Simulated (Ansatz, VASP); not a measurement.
## Mg6O5 in VASP and in Ansatz

INCAR

```
  PREC = Accurate
  ENCUT = 520
  EDIFF = 1E-6
  ISMEAR = 0
  SIGMA = 0.05
  LREAL = F
  LASPH = T
  NELM = 100
  ALGO = Normal
  ISIF = 2
  LWAVE = F
  LCHARG = T
  GGA = PS
  LELF = T
  LVHAR = T
  NBANDS = 32
```

File KPOINTS:

```
regular mesh
0
Gamma
  4 4 4
```

File POSCAR:

```
Mg6O5
1.0
    5.5908553621      0.0000000000      0.0000000000
    0.0000000000      5.5908553621      0.0000000000
    0.0000000000      0.0000000000      5.5908553621
Mg O
6 5
Direct
    0.2500000000      0.0000000000      0.5000000000
    0.0000000000      0.5000000000      0.2500000000
    0.5000000000      0.7500000000      0.0000000000
    0.7500000000      0.0000000000      0.5000000000
    0.0000000000      0.5000000000      0.7500000000
    0.5000000000      0.2500000000      0.0000000000
    0.5000000000      0.0000000000      0.2500000000
    0.0000000000      0.7500000000      0.5000000000
    1.0000000000      0.5000000000      0.0000000000
    0.5000000000      0.0000000000      0.7500000000
    0.0000000000      0.2500000000      0.5000000000
```

Input for Ansatz:

```yaml
crystal:
  lattice:
    - [5.5908553621, 0.0, 0.0]
    - [0.0, 5.5908553621, 0.0]
    - [0.0, 0.0, 5.5908553621]
  atoms:
    - { symbol: Mg, position: [0.25, 0.0, 0.5] }
    - { symbol: Mg, position: [0.0, 0.5, 0.25] }
    - { symbol: Mg, position: [0.5, 0.75, 0.0] }
    - { symbol: Mg, position: [0.75, 0.0, 0.5] }
    - { symbol: Mg, position: [0.0, 0.5, 0.75] }
    - { symbol: Mg, position: [0.5, 0.25, 0.0] }
    - { symbol: O, position: [0.5, 0.0, 0.25] }
    - { symbol: O, position: [0.0, 0.75, 0.5] }
    - { symbol: O, position: [1.0, 0.5, 0.0] }
    - { symbol: O, position: [0.5, 0.0, 0.75] }
    - { symbol: O, position: [0.0, 0.25, 0.5] }
basis:
  ecutwfc: 420
kpoints:
  mp_grid: { grid: [4, 4, 4] }
hamiltonian:
  xc: pbesol
  pseudopotentials: { kind: paw, azcp: { folder: soft_1 } }
scf:
  occupations: { method: gaussian, width: 0.05 }
output:
  forces: true
  stress: true
  eigenvalues: true
  write_density: true
  write_potential: true
  elf: true
  volumetric_format: npy
```

Change from the starting cell: O vacancy; atom 9 moved 0.500 of the way to it and +0.000 Å across, host rigid.

Alike in both runs: task single point; functional PBEsol; k mesh 4 × 4 × 4; occupations gaussian, width 0.05 eV; no spin polarisation.

|  | VASP | Ansatz |
| --- | --- | --- |
| version | VASP 6.6.1 | Ansatz 0.2.0 |
| potentials or method | VASP PAW PBE potentials, release 64 (Mg, O), cutoff 520 eV | scalar-relativistic, plane waves, PAW |
| valence electrons in the cell | 42 | 90 |

```tsv
	VASP	Ansatz	Ansatz less VASP
gap on the k mesh at the Fermi level (eV)	0.10	0.09	-0.011
least direct gap on the mesh (eV)	0.99	0.98	-0.007
pressure (GPa)	23.0	21.3	-1.74
traceless stress, the component that is largest in VASP (GPa)	43.79	40.18	-3.610
rms of the force components (eV/Å)	6.352	5.850	-0.5025
```

VASP's potentials were made for PBE, not for PBEsol, and Ansatz warns of the same on its side. Atom by atom the forces differ by 0.503 eV/Å (rms over components). VASP's potentials hold 42 valence electrons a cell and Ansatz's 90, so a difference there can come from the potentials and not from the codes.
